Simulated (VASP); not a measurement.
# SnTe3 (Pm-3n) in VASP: relaxation of cell and atoms with PBE

Aim: the relaxation of cell and atoms of SnTe3 with PBE.

Program: VASP 6.6.1. These are calculated values, not measurements. Logs are shortened: lines on timing, memory, paths and dates and some standing lists are left out, and cuts for length are marked.

### Step 1. The cell of the first run

It takes space group Pm-3n (No. 223, cubic). The conventional cell has a = 6.197 Å, b = 6.197 Å, c = 6.197 Å, α = 90.00°, β = 90.00°, γ = 90.00°. Within 4.6 Å of Sn (site symmetry m-3) lie 12 Te at 3.46 Å. Within 4.1 Å of Te (site symmetry -4m2) lie 10 Te at 3.10 to 3.79 Å and 4 Sn at 3.46 Å.

### Step 2. Relaxation of cell and atoms, PBE

File INCAR:

```
SYSTEM = SnTe3
ALGO = Normal
EDIFF = 1E-6
EDIFFG = -0.01
ENCUT = 600
GGA = PE
IBRION = 2
ISIF = 3
ISMEAR = 0
LASPH = .True.
LCHARG = .False.
LREAL = .False.
LWAVE = .False.
NELM = 80
NSW = 100
PREC = Accurate
SIGMA = 0.1
```

File KPOINTS:

```
k-points
0
Gamma
  6 6 6
  0 0 0
```

File POSCAR:

```
SnTe3
1.0
    6.1966756818      0.0000000000      0.0000000000
    0.0000000000      6.1966756818      0.0000000000
    0.0000000000      0.0000000000      6.1966756818
Sn Te
2 6
Direct
    0.0000000000      0.0000000000      0.0000000000
    0.5000000000      0.5000000000      0.5000000000
    0.2500000000      0.0000000000      0.5000000000
    0.5000000000      0.7500000000      0.0000000000
    0.7500000000      0.0000000000      0.5000000000
    0.5000000000      0.2500000000      0.0000000000
    0.0000000000      0.5000000000      0.7500000000
    0.0000000000      0.5000000000      0.2500000000
```

Potentials or basis: VASP PAW PBE potentials, release 64 (Sn_d, Te).

On the command line:

```bash
$ cat potpaw_PBE.64/Sn_d/POTCAR potpaw_PBE.64/Te/POTCAR > POTCAR
$ mpirun -np 1 vasp_std > vasp.out
```

OUTCAR:

```text
SYSTEM = SnTe3
   EDIFF = 1E-6
   EDIFFG = -0.01
   ENCUT = 600
   GGA = PE
   IBRION = 2
   ISIF = 3
   ISMEAR = 0
   LASPH = .True.
   LREAL = .False.
   NELM = 80
   NSW = 100
   PREC = Accurate

 ion  position               nearest neighbor table
   1  0.000  0.000  0.000-   3 3.46   4 3.46   5 3.46   6 3.46   7 3.46   8 3.46   3 3.46   5 3.46
                             7 3.46   8 3.46   4 3.46   6 3.46
   2  0.500  0.500  0.500-   3 3.46   4 3.46   5 3.46   6 3.46   7 3.46   8 3.46   4 3.46   6 3.46
                             3 3.46   5 3.46   7 3.46   8 3.46
   3  0.250  0.000  0.500-   5 3.10   5 3.10   1 3.46   1 3.46   2 3.46   2 3.46
   4  0.500  0.750  0.000-   6 3.10   6 3.10   1 3.46   2 3.46   2 3.46   1 3.46
   5  0.750  0.000  0.500-   3 3.10   3 3.10   1 3.46   1 3.46   2 3.46   2 3.46
   6  0.500  0.250  0.000-   4 3.10   4 3.10   1 3.46   2 3.46   2 3.46   1 3.46
   7  0.000  0.500  0.750-   8 3.10   8 3.10   1 3.46   2 3.46   1 3.46   2 3.46
   8  0.000  0.500  0.250-   7 3.10   7 3.10   1 3.46   2 3.46   1 3.46   2 3.46

  LATTYP: Found a simple cubic cell.
 ALAT       =     6.1966756818

  Lattice vectors:

 A1 = (   6.1966756818,   0.0000000000,   0.0000000000)
 A2 = (   0.0000000000,   6.1966756818,   0.0000000000)
 A3 = (   0.0000000000,   0.0000000000,   6.1966756818)

Analysis of symmetry for initial positions (statically):
=====================================================================
 Subroutine PRICEL returns:
 Original cell was already a primitive cell.

 Routine SETGRP: Setting up the symmetry group for a
 simple cubic supercell.

 Subroutine GETGRP returns: Found 48 space group operations
 (whereof 24 operations were pure point group operations)
 out of a pool of 48 trial point group operations.

The static configuration has the point symmetry T_h .
 The point group associated with its full space group is O_h .

Analysis of symmetry for dynamics (positions and initial velocities):
=====================================================================
 Subroutine PRICEL returns:
 Original cell was already a primitive cell.

 Routine SETGRP: Setting up the symmetry group for a
 simple cubic supercell.

 Subroutine GETGRP returns: Found 48 space group operations
 (whereof 24 operations were pure point group operations)
 out of a pool of 48 trial point group operations.

The dynamic configuration has the point symmetry T_h .
 The point group associated with its full space group is O_h .

 Subroutine INISYM returns: Found 48 space group operations
 (whereof 24 operations are pure point group operations),
 and found     1 'primitive' translations

----------------------------------------------------------------------------------------

                                     Primitive cell

  volume of cell :     237.9448

  direct lattice vectors                    reciprocal lattice vectors
     6.196675682  0.000000000  0.000000000     0.161376850  0.000000000  0.000000000
     0.000000000  6.196675682  0.000000000     0.000000000  0.161376850  0.000000000
     0.000000000  0.000000000  6.196675682     0.000000000  0.000000000  0.161376850

  length of vectors
     6.196675682  6.196675682  6.196675682     0.161376850  0.161376850  0.161376850

  position of ions in fractional coordinates (direct lattice)
     0.000000000  0.000000000  0.000000000
     0.500000000  0.500000000  0.500000000
     0.250000000  0.000000000  0.500000000
     0.500000000  0.750000000  0.000000000
     0.750000000  0.000000000  0.500000000
     0.500000000  0.250000000  0.000000000
     0.000000000  0.500000000  0.750000000
     0.000000000  0.500000000  0.250000000

  ion indices of the primitive-cell ions
   primitive index   ion index
                 1           1
                 2           2
                 3           3
                 4           4
                 5           5
                 6           6
                 7           7
                 8           8

----------------------------------------------------------------------------------------

 KPOINTS: k-points

Automatic generation of k-mesh.
 Grid dimensions read from file:
 generate k-points for:    6    6    6

 Generating k-lattice:

  Cartesian coordinates                     Fractional coordinates (reciprocal lattice)
     0.026896142  0.000000000  0.000000000     0.166666667  0.000000000  0.000000000
     0.000000000  0.026896142  0.000000000     0.000000000  0.166666667  0.000000000
     0.000000000  0.000000000  0.026896142     0.000000000  0.000000000  0.166666667

  Length of vectors
     0.026896142  0.026896142  0.026896142

  Shift w.r.t. Gamma in fractional coordinates (k-lattice)
     0.000000000  0.000000000  0.000000000

 Subroutine IBZKPT returns following result:
 ===========================================

 Found     20 irreducible k-points:

 Following reciprocal coordinates:
            Coordinates               Weight
  0.000000  0.000000  0.000000      1.000000
  0.166667  0.000000  0.000000      6.000000
  0.333333  0.000000  0.000000      6.000000
  0.500000  0.000000  0.000000      3.000000
  0.166667  0.166667  0.000000     12.000000
  0.333333  0.166667  0.000000     24.000000
[... 12 lines left out ...]
  0.500000  0.500000  0.333333      6.000000
  0.500000  0.500000  0.500000      1.000000
   k-points           NKPTS =     20   k-points in BZ     NKDIM =     20   number of bands    NBANDS=     38
   number of dos      NEDOS =    301   number of ions     NIONS =      8
   total plane-waves  NPLWV = 125000
   dimension x,y,z NGX =    50 NGY =   50 NGZ =   50
   dimension x,y,z NGXF=   100 NGYF=  100 NGZF=  100
   ions per type =               2   6
   NGX,Y,Z   is equivalent  to a cutoff of  13.41, 13.41, 13.41 a.u.
   NGXF,Y,Z  is equivalent  to a cutoff of  26.83, 26.83, 26.83 a.u.
 SYSTEM =  SnTe3
   PREC   = accura    normal or accurate (medium, high low for compatibility)
   ISTART =      0    job   : 0-new  1-cont  2-samecut
   ICHARG =      2    charge: 1-file 2-atom 10-const
   ISPIN  =      1    spin polarized calculation?
   LNONCOLLINEAR =      F non collinear calculations
   LSORBIT =      F    spin-orbit coupling
   LASPH  =      T    aspherical Exc in radial PAW
   ENCUT  =  600.0 eV  44.10 Ry    6.64 a.u.  12.38 12.38 12.38*2*pi/ulx,y,z
   NELM   =     80;   NELMIN=  2; NELMDL= -5     # of ELM steps
   EDIFF  = 0.1E-05   stopping-criterion for ELM
   LREAL  =      F    real-space projection
   EDIFFG = -.1E-01   stopping-criterion for IOM
   NSW    =    100    number of steps for IOM
   IBRION =      2    ionic relax: 0-MD 1-quasi-New 2-CG
   NFREE  =      1    steps in history (QN), initial steepest desc. (CG)
   ISIF   =      3    stress and relaxation
   ISYM   =      2    0-nonsym 1-usesym 2-fastsym
   POTIM  = 0.5000    time-step for ionic-motion
   TEBEG  =    0.0;   TEEND  =   0.0 temperature during run
   PSTRESS=    0.0 pullay stress
   NELECT =      64.0000    total number of electrons
   NUPDOWN=      -1.0000    fix difference up-down
   EMIN   =  10.00;   EMAX   =-10.00  energy-range for DOS
   EFERMI =   0.00;   METHOD = LEGACY
   ISMEAR =     0;   SIGMA  =   0.10  broadening in eV -4-tet -1-fermi 0-gaus
   EFERMI_NEDOS =   21; number of points for ismear=-14 and -15
   IALGO  =     38    algorithm
   IMIX   =      4    mixing-type and parameters
     AMIX     =   0.40;   BMIX     =  1.00
     AMIX_MAG =   1.60;   BMIX_MAG =  1.00
  volume/ion in A,a.u.               =      29.74       200.72
  Fermi-wavevector in a.u.,A,eV,Ry     =   1.056759  1.996985 15.194171  1.116740
  Thomas-Fermi vector in A             =   2.192007
   LORBIT       =      0    0 simple, 1 ext, 2 COOP (PROOUT), +10 PAW based schemes
   GGA     = PE    functional components
   LHFCALC =     F    Hartree Fock is set to
   AEXX    =    0.0000 exact exchange contribution
   IVDW    =     0    specifies the selected vdW correction
   LEPSILON=     F    determine dielectric tensor
   LRPA    =     F    only Hartree local field effects (RPA)
 conjugate gradient relaxation of ions
 non-spin polarized calculation
 Gauss-broadening in eV      SIGMA  =   0.10
  energy-cutoff  :      600.00
  volume of cell :      237.94
 maximum number of plane-waves:      8025
 NGX is ok and might be reduce to    50
   NGX = 25   NGY = 25   NGZ = 25

 number of electron      63.9999978 magnetization

 Free energy of the ion-electron system (eV)
  ---------------------------------------------------
  ext. energy  EPLUGINS =         0.00000000
  ---------------------------------------------------
  free energy    TOTEN  =       -24.85283188 eV

  energy without entropy =      -24.78649382  energy(sigma->0) =      -24.81966285

 E-fermi :   7.0170     XC(G=0):  -9.8729

 val. band max:        7.0157690423   @ k =   0.3333   0.1667   0.0000
 cond. band min:       7.0186180440   @ k =   0.5000   0.3333   0.3333
 fundamental gap:      0.0028490017
 Fermi energy:         7.0169530671

 k-point     1 :       0.0000    0.0000    0.0000
  band No.  band energies     occupation
      1     -14.5943      2.00000
      2     -14.5943      2.00000
      3     -14.5923      2.00000
      4     -14.5923      2.00000
      5     -14.5898      2.00000
      6     -14.5898      2.00000
[... 30 lines left out ...]
     37       9.5558      0.00000
     38       9.5558      0.00000

 k-point     2 :       0.1667    0.0000    0.0000
  band No.  band energies     occupation
      1     -14.5942      2.00000
      2     -14.5941      2.00000
      3     -14.5925      2.00000
      4     -14.5923      2.00000
      5     -14.5897      2.00000
      6     -14.5897      2.00000
[... 30 lines left out ...]
     37       9.5362      0.00000
     38       9.6343      0.00000
[... 695 lines left out ...]
     37       8.2779      0.00000
     38       8.5760      0.00000

 k-point    20 :       0.5000    0.5000    0.5000
  band No.  band energies     occupation
      1     -14.5923      2.00000
      2     -14.5923      2.00000
      3     -14.5923      2.00000
      4     -14.5923      2.00000
      5     -14.5895      2.00000
      6     -14.5895      2.00000
[... 30 lines left out ...]
     37       8.6498      0.00000
     38       8.6498      0.00000

------------------------ aborting loop because EDIFF is reached ----------------------------------------

  FORCE on cell =-STRESS in cart. coord.  units (eV):
  Direction    XX          YY          ZZ          XY          YZ          ZX
  --------------------------------------------------------------------------------------
  -------------------------------------------------------------------------------------
  Total       -0.0733433     -0.0733433     -0.0733433     -0.0000000      0.0000000     -0.0000000
  in kB       -0.4938493     -0.4938493     -0.4938493     -0.0000000      0.0000000     -0.0000000
  external PRESSURE =      -0.4938493 kB  Pullay stress =       0.0000000 kB

 VOLUME and BASIS-vectors are now :
 -----------------------------------------------------------------------------
  energy-cutoff  :      600.00
  volume of cell :      237.94
      direct lattice vectors                 reciprocal lattice vectors
     6.196675682  0.000000000  0.000000000     0.161376850  0.000000000  0.000000000
     0.000000000  6.196675682  0.000000000     0.000000000  0.161376850  0.000000000
     0.000000000  0.000000000  6.196675682     0.000000000  0.000000000  0.161376850

 POSITION                                       TOTAL-FORCE (eV/Angst)
 -----------------------------------------------------------------------------------
      0.00000      0.00000      0.00000        -0.000000      0.000000      0.000000
      3.09834      3.09834      3.09834        -0.000000      0.000000      0.000000
      1.54917      0.00000      3.09834         0.000000     -0.000000     -0.000000
      3.09834      4.64751      0.00000        -0.000000      0.000000     -0.000000
      4.64751      0.00000      3.09834        -0.000000      0.000000      0.000000
      3.09834      1.54917      0.00000         0.000000     -0.000000      0.000000
      0.00000      3.09834      4.64751        -0.000000     -0.000000      0.000000
      0.00000      3.09834      1.54917         0.000000      0.000000     -0.000000
 -----------------------------------------------------------------------------------
    total drift:                                0.000000      0.000000      0.000000

  FREE ENERGIE OF THE ION-ELECTRON SYSTEM (eV)
  ---------------------------------------------------
  free  energy   TOTEN  =       -24.8528318804 eV

  energy  without entropy=      -24.7864938170  energy(sigma->0) =      -24.81966285

 reached required accuracy - stopping structural energy minimisation
```

It took 3.5 min on 1 thread of Oxide Virtual Turin-like, shared host; peak memory 0.42 GiB.

Results:

```
Free energy             : -24.8528 eV
Pressure after relaxing : 0.0 GPa
Band gap on the k mesh  : zero (band 32 reaches 7.13 eV, above the bottom of band 33 at 6.45 eV)
```

Final structure:
```
CELL_PARAMETERS angstrom
6.19668 0.00000 0.00000
0.00000 6.19668 0.00000
0.00000 0.00000 6.19668
ATOMIC_POSITIONS crystal
Sn 0.00000 0.00000 0.00000
Sn 0.50000 0.50000 0.50000
Te 0.25000 0.00000 0.50000
Te 0.50000 0.75000 0.00000
Te 0.75000 0.00000 0.50000
Te 0.50000 0.25000 0.00000
Te 0.00000 0.50000 0.75000
Te 0.00000 0.50000 0.25000
```

Caveat: the relaxation stopped at its first step, so nothing moved; spin-orbit coupling is left out, which moves the levels of the heavy elements.
